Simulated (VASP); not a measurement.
A run of VASP 6.6.1 is set up as follows.

File INCAR:

```
PREC = Accurate ; ENCUT = 520
EDIFF = 1E-6 ; ISMEAR = 0
SIGMA = 0.1 ; LREAL = False
LASPH = True ; NELM = 80
ALGO = Normal ; ISIF = 2
LWAVE = False ; LCHARG = False
GGA = PE ; NBANDS = 32
```

Contents of KPOINTS:

```
Automatic mesh
0
Gamma
  6 6 2
```

POSCAR

```
ErP5
1.0
    4.3655385400      0.0000000000      0.0000000000
   -2.1827692700      3.7806672700      0.0000000000
    0.0000000000      0.0000000000      9.2215136700
Er P
1 5
Direct
    0.0000000000      0.0000000000      0.5000000000
    0.3333333300      0.6666666700      0.5000000000
    0.6666666700      0.3333333300      0.5000000000
    0.0000000000      0.0000000000      0.7786485300
    0.0000000000      0.0000000000      0.2213514700
    0.0000000000      0.0000000000      0.0000000000
```

Potentials or basis: VASP PAW PBE potentials, release 64 (Er, P).

The run is started by

```sh
$ cat potpaw_PBE.64/Er/POTCAR potpaw_PBE.64/P/POTCAR > POTCAR
$ mpirun -np 1 vasp_std > vasp.out
```

Predict the largest force.

2.448 eV/Å.

What does it give for the pressure?

5.6 GPa.

What does it give for the band gap on the k mesh?

Zero (an odd number of electrons rules out a gap without spin polarisation).

Forces on the atoms (eV/Å):
```
Er   0.000  0.000  0.000
P    0.000  0.000  0.000
P    0.000  0.000  0.000
P    0.000  0.000  2.448
P    0.000  0.000 -2.448
P    0.000  0.000  0.000
```

Caveat: the stress differs along the axes, from -4 to 10 GPa; spin-orbit coupling is left out, which moves the levels of the heavy elements; semilocal functionals describe open f shells poorly, which spoils levels, moments and volumes; forces of over 1 eV/Å act on the atoms, so gaps and moduli don't describe the material at rest. Spin polarisation is off, so any magnetic state and its effect on volume and gap are missing.
